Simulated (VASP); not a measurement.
A run of VASP 6.6.1 is set up as follows.

Contents of INCAR:

```
ALGO = Normal
EDIFF = 1E-6
ENCUT = 520
GGA = PS
ISIF = 2
ISMEAR = -1
LASPH = True
LCHARG = False
LREAL = False
LWAVE = False
NBANDS = 9
NELM = 80
PREC = Accurate
SIGMA = 0.05
```

Contents of KPOINTS:

```
k-points
0
Gamma
  15 15 15
```

File POSCAR:

```
Te
1.0
   -1.8592069109      1.8592069109      1.8592069109
    1.8592069109     -1.8592069109      1.8592069109
    1.8592069109      1.8592069109     -1.8592069109
Te
1
Direct
    0.0000000000      0.0000000000      0.0000000000
```

Potentials or basis: VASP PAW PBE potentials, release 64 (Te).

Run with:

```sh
$ cat potpaw_PBE.64/Te/POTCAR > POTCAR
$ mpirun -np 1 vasp_std > vasp.out
```

(1) Estimate the pressure.

(2) What does it give for the band gap on the k mesh?

Answers

(1) 3.7 GPa.

(2) zero (bands 3 and 4 overlap by 6.83 eV).

Caveat: the cell stands under pressure; the PAW data sets were made with another functional, which shifts forces and pressure a little; spin-orbit coupling is left out, which moves the levels of the heavy elements.
